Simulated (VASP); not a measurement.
# AlCr2C (P6_3/mmc) in VASP: settings compared

The runs below take AlCr2C through electric field gradients, with r2SCAN, PBE.

Program: VASP 6.6.1. These are calculated values, not measurements. Logs are shortened: lines on timing, memory, paths and dates and some standing lists are left out, and cuts for length are marked.

## (1) The cell of the first run

Symmetry: P6_3/mmc, No. 194, hexagonal system. The conventional cell has a = 2.825 Å, b = 2.825 Å, c = 12.601 Å, α = 90.00°, β = 90.00°, γ = 120.00°. Within 3.6 Å of Al (site symmetry -6m2) lie 6 Cr at 2.64 Å and 6 Al at 2.83 Å and 6 C at 3.55 Å. Cr (site symmetry 3m) has 3 C at 1.95 Å and 3 Al at 2.64 Å and 3 Cr at 2.69 Å within 2.7 Å. Within 2.6 Å of C (site symmetry -3m) lie 6 Cr at 1.95 Å.

## (2) Electric field gradients, r2SCAN, collinear spin, ferromagnetic start

The input, POSCAR:

```
AlCr2C
1.0
    2.8251010646      0.0000000000      0.0000000000
   -1.4125505323      2.4466092902      0.0000000000
    0.0000000000      0.0000000000     12.6013736800
Al Cr C
2 4 2
Direct
    0.6666666667      0.3333333333      0.2500000000
    0.3333333333      0.6666666667      0.7500000000
    0.3333333333      0.6666666667      0.4149411600
    0.6666666667      0.3333333333      0.9149411600
    0.6666666667      0.3333333333      0.5850588400
    0.3333333333      0.6666666667      0.0850588400
    0.0000000000      0.0000000000      0.5000000000
    0.0000000000      0.0000000000      0.0000000000
```

The input, INCAR.step1:

```
SYSTEM = AlCr2C
PREC = Accurate
ENCUT = 520
ISMEAR = -1
SIGMA = 0.05
LREAL = .False.
LASPH = .True.
NELM = 150
ISPIN = 2
MAGMOM = 0 0 3 3 3 3 0 0
LMAXMIX = 4
NBANDS = 45
GGA = PE
ALGO = Normal
EDIFF = 1E-4
LWAVE = .True.
LCHARG = .False.
```

The input, INCAR.step2:

```
SYSTEM = AlCr2C
PREC = Accurate
ENCUT = 520
EDIFF = 1E-8
ISMEAR = -1
SIGMA = 0.05
LREAL = .False.
LASPH = .True.
NELM = 150
ALGO = Normal
ISIF = 2
LWAVE = .False.
LCHARG = .False.
ISPIN = 2
MAGMOM = 0 0 3 3 3 3 0 0
LORBIT = 11
LMAXMIX = 4
METAGGA = R2SCAN
LMIXTAU = .True.
LEFG = .True.
NBANDS = 45
ISTART = 1
```

The input, KPOINTS:

```
Automatic mesh
0
Gamma
  13 13 3
  0 0 0
```

Potentials or basis: VASP PAW PBE potentials, release 64 (Al, Cr_pv, C).

Launch:

```sh
cat potpaw_PBE.64/Al/POTCAR potpaw_PBE.64/Cr_pv/POTCAR potpaw_PBE.64/C/POTCAR > POTCAR
cp INCAR.step1 INCAR
mpirun -np 1 vasp_std > vasp.out
cp INCAR.step2 INCAR
mpirun -np 1 vasp_std > vasp.out
```

OUTCAR:

```text
SYSTEM = AlCr2C
   PREC = Accurate
   ENCUT = 520
   EDIFF = 1E-8
   ISMEAR = -1
   LREAL = .False.
   LASPH = .True.
   NELM = 150
   ISIF = 2
   ISPIN = 2
   LORBIT = 11
   METAGGA = R2SCAN
   ISTART = 1

 ion  position               nearest neighbor table
   1  0.667  0.333  0.250-   3 2.64   6 2.64   3 2.64   6 2.64   3 2.64   6 2.64
   2  0.333  0.667  0.750-   4 2.64   5 2.64   4 2.64   5 2.64   4 2.64   5 2.64
   3  0.333  0.667  0.415-   7 1.95   7 1.95   7 1.95   1 2.64   1 2.64   1 2.64   5 2.69   5 2.69
                             5 2.69
   4  0.667  0.333  0.915-   8 1.95   8 1.95   8 1.95   2 2.64   2 2.64   2 2.64   6 2.69   6 2.69
                             6 2.69
   5  0.667  0.333  0.585-   7 1.95   7 1.95   7 1.95   2 2.64   2 2.64   2 2.64   3 2.69   3 2.69
                             3 2.69
   6  0.333  0.667  0.085-   8 1.95   8 1.95   8 1.95   1 2.64   1 2.64   1 2.64   4 2.69   4 2.69
                             4 2.69
   7  0.000  0.000  0.500-   3 1.95   5 1.95   3 1.95   5 1.95   5 1.95   3 1.95
   8  0.000  0.000  0.000-   4 1.95   6 1.95   6 1.95   4 1.95   4 1.95   6 1.95

  LATTYP: Found a hexagonal cell.
 ALAT       =     2.8251010646
 C/A-ratio  =     4.4605036747

  Lattice vectors:

 A1 = (   2.8251010646,   0.0000000000,   0.0000000000)
 A2 = (  -1.4125505323,   2.4466092902,   0.0000000000)
 A3 = (   0.0000000000,   0.0000000000,  12.6013736800)

Analysis of symmetry for initial positions (statically):
=====================================================================
 Subroutine PRICEL returns:
 Original cell was already a primitive cell.

 Routine SETGRP: Setting up the symmetry group for a
 hexagonal supercell.

 Subroutine GETGRP returns: Found 24 space group operations
 (whereof 12 operations were pure point group operations)
 out of a pool of 24 trial point group operations.

The static configuration has the point symmetry D_3d.
 The point group associated with its full space group is D_6h.

Analysis of symmetry for dynamics (positions and initial velocities):
=====================================================================
 Subroutine PRICEL returns:
 Original cell was already a primitive cell.

 Routine SETGRP: Setting up the symmetry group for a
 hexagonal supercell.

 Subroutine GETGRP returns: Found 24 space group operations
 (whereof 12 operations were pure point group operations)
 out of a pool of 24 trial point group operations.

The dynamic configuration has the point symmetry D_3d.
 The point group associated with its full space group is D_6h.

Analysis of structural, dynamic, and magnetic symmetry:
=====================================================================
 Subroutine PRICEL returns:
 Original cell was already a primitive cell.

 Routine SETGRP: Setting up the symmetry group for a
 hexagonal supercell.

 Subroutine GETGRP returns: Found 24 space group operations
 (whereof 12 operations were pure point group operations)
 out of a pool of 24 trial point group operations.

The overall configuration has the point symmetry D_3d.
 The point group associated with its full space group is D_6h.

 Subroutine INISYM returns: Found 24 space group operations
 (whereof 12 operations are pure point group operations),
 and found     1 'primitive' translations

----------------------------------------------------------------------------------------

                                     Primitive cell

  volume of cell :      87.0997

  direct lattice vectors                    reciprocal lattice vectors
     2.825101065  0.000000000  0.000000000     0.353969638  0.204364466  0.000000000
    -1.412550532  2.446609290  0.000000000     0.000000000  0.408728931  0.000000000
     0.000000000  0.000000000 12.601373680     0.000000000  0.000000000  0.079356428

  length of vectors
     2.825101065  2.825101065 12.601373680     0.408728931  0.408728931  0.079356428

  position of ions in fractional coordinates (direct lattice)
     0.666666667  0.333333333  0.250000000
     0.333333333  0.666666667  0.750000000
[... 135 lines left out ...]
  free energy    TOTEN  =       -94.13729793 eV

  energy without entropy =      -94.09401642  energy(sigma->0) =      -94.11565717

 E-fermi :  10.1924     XC(G=0): -13.5927

 val. band max:       10.1762981740   @ k =   0.4615   0.0769   0.3333
 cond. band min:      10.2039074620   @ k =   0.2308   0.0769   0.3333
 fundamental gap:      0.0276092880
 Fermi energy:        10.1924008345

 spin component 1

 k-point     1 :       0.0000    0.0000    0.0000
  band No.  band energies     occupation
      1     -34.9132      1.00000
      2     -34.9114      1.00000
      3     -34.6623      1.00000
      4     -34.6622      1.00000
      5     -34.6622      1.00000
      6     -34.6622      1.00000
[... 1093 lines left out ...]
     42      13.5823      0.00000
     43      13.7519      0.00000

 [... further k-points ...]

 spin component 2

 k-point     1 :       0.0000    0.0000    0.0000
  band No.  band energies     occupation
      1     -34.9132      1.00000
      2     -34.9114      1.00000
      3     -34.6623      1.00000
      4     -34.6622      1.00000
      5     -34.6622      1.00000
      6     -34.6622      1.00000
[... 1093 lines left out ...]
     42      13.5823      0.00000
     43      13.7519      0.00000

 [... further k-points ...]

 [bands above 43 left out]

------------------------ aborting loop because EDIFF is reached ----------------------------------------

  FORCE on cell =-STRESS in cart. coord.  units (eV):
  Direction    XX          YY          ZZ          XY          YZ          ZX
  --------------------------------------------------------------------------------------
  -------------------------------------------------------------------------------------
  Total       -0.0385114     -0.0385114      0.3082598      0.0000000      0.0000000      0.0000000
  in kB       -0.7084083     -0.7084083      5.6703653      0.0000000      0.0000000      0.0000000
  external PRESSURE =       1.4178495 kB  Pullay stress =       0.0000000 kB

 VOLUME and BASIS-vectors are now :
 -----------------------------------------------------------------------------
  energy-cutoff  :      520.00
  volume of cell :       87.10
      direct lattice vectors                 reciprocal lattice vectors
     2.825101065  0.000000000  0.000000000     0.353969638  0.204364466  0.000000000
    -1.412550532  2.446609290  0.000000000     0.000000000  0.408728931  0.000000000
     0.000000000  0.000000000 12.601373680     0.000000000  0.000000000  0.079356428

 POSITION                                       TOTAL-FORCE (eV/Angst)
 -----------------------------------------------------------------------------------
      1.41255      0.81554      3.15034         0.000000     -0.000000     -0.000000
     -0.00000      1.63107      9.45103        -0.000000      0.000000     -0.000000
     -0.00000      1.63107      5.22883        -0.000000      0.000000      0.011361
      1.41255      0.81554     11.52952         0.000000     -0.000000      0.011361
      1.41255      0.81554      7.37255         0.000000     -0.000000     -0.011361
     -0.00000      1.63107      1.07186        -0.000000      0.000000     -0.011361
      0.00000      0.00000      6.30069        -0.000000     -0.000000     -0.000000
      0.00000      0.00000      0.00000        -0.000000     -0.000000     -0.000000
 -----------------------------------------------------------------------------------
    total drift:                               -0.000000      0.000000     -0.000000

  FREE ENERGIE OF THE ION-ELECTRON SYSTEM (eV)
  ---------------------------------------------------
  free  energy   TOTEN  =       -94.1372979289 eV

  energy  without entropy=      -94.0940164209  energy(sigma->0) =      -94.11565717

 Electric field gradients (V/A^2)
---------------------------------------------------------------------
 ion       V_xx      V_yy      V_zz      V_xy      V_xz      V_yz
---------------------------------------------------------------------
   1      16.770    16.770   -33.540     0.000    -0.000     0.000
   2      16.770    16.770   -33.540     0.000     0.000    -0.000
   3       2.350     2.351    -4.701     0.001    -0.000     0.000
   4       2.350     2.351    -4.701     0.001     0.000    -0.000
   5       2.350     2.351    -4.701     0.001    -0.000     0.000
   6       2.350     2.351    -4.701     0.001     0.000    -0.000
   7      -0.396    -0.396     0.793     0.000    -0.000     0.000
   8      -0.396    -0.396     0.793     0.000     0.000    -0.000
---------------------------------------------------------------------

 Electric field gradients after diagonalization (V/A^2)
 (convention: |V_zz| > |V_xx| > |V_yy|)
----------------------------------------------------------------------
 ion       V_xx      V_yy      V_zz     asymmetry (V_yy - V_xx)/ V_zz
----------------------------------------------------------------------
   1      16.770    16.770   -33.540       0.000
   2      16.770    16.770   -33.540       0.000
   3       2.351     2.350    -4.701       0.000
   4       2.351     2.350    -4.701       0.000
   5       2.351     2.350    -4.701       0.000
   6       2.351     2.350    -4.701       0.000
   7      -0.396    -0.396     0.793       0.000
   8      -0.396    -0.396     0.793       0.000
----------------------------------------------------------------------

           NMR quadrupolar parameters

 Cq : quadrupolar parameter    Cq=e*Q*V_zz/h
 eta: asymmetry parameters     (V_yy - V_xx)/ V_zz
 Q  : nuclear electric quadrupole moment in mb (millibarn)
----------------------------------------------------------------------
 ion       Cq(MHz)       eta       Q (mb)
----------------------------------------------------------------------
   1      -0.081       0.000       1.000
   2      -0.081       0.000       1.000
   3      -0.011       0.000       1.000
   4      -0.011       0.000       1.000
   5      -0.011       0.000       1.000
   6      -0.011       0.000       1.000
   7       0.002       0.000       1.000
   8       0.002       0.000       1.000
----------------------------------------------------------------------

 total charge

# of ion       s       p       d       tot
------------------------------------------
    1        0.410   0.422   0.000   0.831
    2        0.410   0.422   0.000   0.831
    3        0.469   6.430   4.364  11.263
    4        0.469   6.430   4.364  11.263
    5        0.469   6.430   4.364  11.263
    6        0.469   6.430   4.364  11.263
    7        0.923   1.582   0.000   2.505
    8        0.923   1.582   0.000   2.505
--------------------------------------------------
tot          4.543  29.726  17.457  51.727

 magnetization (x)

# of ion       s       p       d       tot
------------------------------------------
    1        0.000  -0.000   0.000   0.000
    2        0.000  -0.000   0.000   0.000
    3        0.000  -0.000   0.000   0.000
    4        0.000  -0.000   0.000   0.000
    5        0.000  -0.000   0.000   0.000
    6        0.000  -0.000   0.000   0.000
    7        0.000   0.000   0.000   0.000
    8        0.000   0.000   0.000   0.000
--------------------------------------------------
tot          0.000  -0.000   0.000   0.000
```

Wall time 86 min (1 thread of Oxide Virtual Turin-like, shared host); peak memory 0.43 GiB.

Results:

- Free energy: -94.1373 eV
- Pressure: 0.1 GPa
- Largest force: 0.011 eV/Å
- Band gap on the k mesh: zero (filled and empty bands overlap)
- Net moment: 0.00 μB per cell
- Largest electric field gradient by atom: Al -33.5; Cr -4.7; C +0.8 V/Å²
- Valence electrons inside the program's atomic spheres: Al 0.83; Cr 11.26; C 2.50

Forces in eV/Å, atoms in the order of the input:
```
Al   0.000  0.000  0.000
Al   0.000  0.000  0.000
Cr   0.000  0.000  0.011
Cr   0.000  0.000  0.011
Cr   0.000  0.000 -0.011
Cr   0.000  0.000 -0.011
C    0.000  0.000  0.000
C    0.000  0.000  0.000
```

Electric field gradients, principal values (V/Å²):
| atom | least | middle | greatest (by size) |
| --- | --- | --- | --- |
| 1 Al | 16.770 | 16.770 | -33.540 |
| 2 Al | 16.770 | 16.770 | -33.540 |
| 3 Cr | 2.350 | 2.351 | -4.701 |
| 4 Cr | 2.350 | 2.351 | -4.701 |
| 5 Cr | 2.350 | 2.351 | -4.701 |
| 6 Cr | 2.350 | 2.351 | -4.701 |
| 7 C | -0.396 | -0.396 | 0.793 |
| 8 C | -0.396 | -0.396 | 0.793 |

Caveat: the moments typed at the start vanished in this run; without QUAD_EFG the Cq values of the log hold for a quadrupole moment of 1 mb, not for the nuclei; the PAW data sets were made with another functional, which shifts forces and pressure a little.

## (3) Electric field gradients, PBE, collinear spin, ferromagnetic start

The input, INCAR:

```
SYSTEM = AlCr2C
PREC = Accurate
ENCUT = 520
EDIFF = 1E-8
ISMEAR = -1
SIGMA = 0.05
LREAL = .FALSE.
LASPH = .TRUE.
NELM = 150
ALGO = Normal
ISIF = 2
LWAVE = .FALSE.
LCHARG = .FALSE.
ISPIN = 2
MAGMOM = 0 0 3 3 3 3 0 0
LORBIT = 11
LMAXMIX = 4
GGA = PE
LEFG = .TRUE.
NBANDS = 45
```

The input, KPOINTS:

```
Automatic mesh
0
G
  13 13 3
  0 0 0
```

POSCAR is that of step 2.

Potentials or basis: VASP PAW PBE potentials, release 64 (Al, Cr_pv, C).

Launch:

```sh
cat potpaw_PBE.64/Al/POTCAR potpaw_PBE.64/Cr_pv/POTCAR potpaw_PBE.64/C/POTCAR > POTCAR
mpirun -np 1 vasp_std > vasp.out
```

OUTCAR:

```text
SYSTEM = AlCr2C
   PREC = Accurate
   ENCUT = 520
   EDIFF = 1E-8
   ISMEAR = -1
   LREAL = .FALSE.
   LASPH = .TRUE.
   NELM = 150
   ISIF = 2
   ISPIN = 2
   LORBIT = 11
   GGA = PE

 ion  position               nearest neighbor table
   1  0.667  0.333  0.250-   3 2.64   6 2.64   3 2.64   6 2.64   3 2.64   6 2.64
   2  0.333  0.667  0.750-   4 2.64   5 2.64   4 2.64   5 2.64   4 2.64   5 2.64
   3  0.333  0.667  0.415-   7 1.95   7 1.95   7 1.95   1 2.64   1 2.64   1 2.64   5 2.69   5 2.69
                             5 2.69
   4  0.667  0.333  0.915-   8 1.95   8 1.95   8 1.95   2 2.64   2 2.64   2 2.64   6 2.69   6 2.69
                             6 2.69
   5  0.667  0.333  0.585-   7 1.95   7 1.95   7 1.95   2 2.64   2 2.64   2 2.64   3 2.69   3 2.69
                             3 2.69
   6  0.333  0.667  0.085-   8 1.95   8 1.95   8 1.95   1 2.64   1 2.64   1 2.64   4 2.69   4 2.69
                             4 2.69
   7  0.000  0.000  0.500-   3 1.95   5 1.95   3 1.95   5 1.95   5 1.95   3 1.95
[... 2516 lines left out ...]
----------------------------------------------------------------------
   1      -0.084       0.000       1.000
   2      -0.084       0.000       1.000
   3      -0.010       0.000       1.000
   4      -0.010       0.000       1.000
   5      -0.010       0.000       1.000
   6      -0.010       0.000       1.000
   7       0.002       0.000       1.000
   8       0.002       0.000       1.000
----------------------------------------------------------------------

 total charge

# of ion       s       p       d       tot
------------------------------------------
    1        0.415   0.406   0.000   0.820
    2        0.415   0.406   0.000   0.820
    3        0.347   6.424   4.388  11.158
    4        0.347   6.424   4.388  11.158
    5        0.347   6.424   4.388  11.158
    6        0.347   6.424   4.388  11.158
    7        0.908   1.582   0.000   2.490
    8        0.908   1.582   0.000   2.490
--------------------------------------------------
tot          4.033  29.669  17.552  51.254

 magnetization (x)

# of ion       s       p       d       tot
------------------------------------------
    1        0.000   0.000   0.000   0.000
    2        0.000   0.000   0.000   0.000
    3        0.000  -0.000  -0.000  -0.000
    4        0.000  -0.000  -0.000  -0.000
    5        0.000  -0.000  -0.000  -0.000
    6        0.000  -0.000  -0.000  -0.000
    7       -0.000  -0.000   0.000  -0.000
    8       -0.000  -0.000   0.000  -0.000
--------------------------------------------------
tot         -0.000  -0.000  -0.001  -0.001
```

stdout:

```text
POSCAR found type information on POSCAR AlCrC
 POSCAR found :  3 types and       8 ions
 scaLAPACK will be used
 LDA part: xc-table for (Slater+PW92), standard interpolation
 POSCAR, INCAR and KPOINTS ok, starting setup
 FFT: planning ... GRIDC
 FFT: planning ... GRID_SOFT
 FFT: planning ... GRID
 WAVECAR not read
 entering main loop
ion   1

ion   2

ion   3

ion   4

ion   5

ion   6

ion   7

ion   8
```

Wall time 27 min (1 thread of Oxide Virtual Turin-like, shared host); peak memory 0.39 GiB.

Results:

```
Free energy                                           : -65.4944 eV
Pressure                                              : 3.7 GPa
Largest force                                         : 0.029 eV/Å
Band gap on the k mesh                                : zero (filled and empty bands overlap)
Net moment                                            : 0.00 μB per cell
Largest electric field gradient by atom               : Al -34.6; Cr -4.2; C +0.8 V/Å²
Valence electrons inside the program's atomic spheres : Al 0.82; Cr 11.16; C 2.49
```

Forces in eV/Å, atoms in the order of the input:
```
Al   0.000  0.000  0.000
Al   0.000  0.000  0.000
Cr   0.000  0.000 -0.029
Cr   0.000  0.000 -0.029
Cr   0.000  0.000  0.029
Cr   0.000  0.000  0.029
C    0.000  0.000  0.000
C    0.000  0.000  0.000
```

Stress tensor (GPa, compression positive):
```
3.52 0.00 0.00
0.00 3.52 0.00
0.00 0.00 4.20
```

Electric field gradients, principal values (V/Å²):
| atom | least | middle | greatest (by size) |
| --- | --- | --- | --- |
| 1 Al | 17.302 | 17.302 | -34.604 |
| 2 Al | 17.302 | 17.302 | -34.604 |
| 3 Cr | 2.118 | 2.119 | -4.237 |
| 4 Cr | 2.118 | 2.119 | -4.237 |
| 5 Cr | 2.118 | 2.119 | -4.237 |
| 6 Cr | 2.118 | 2.119 | -4.237 |
| 7 C | -0.380 | -0.381 | 0.761 |
| 8 C | -0.380 | -0.381 | 0.761 |

Caveat: the cell stands under pressure; the moments typed at the start vanished in this run; without QUAD_EFG the Cq values of the log hold for a quadrupole moment of 1 mb, not for the nuclei.

The gap in the log of VASP goes by the Fermi energy; the results here count the filled bands.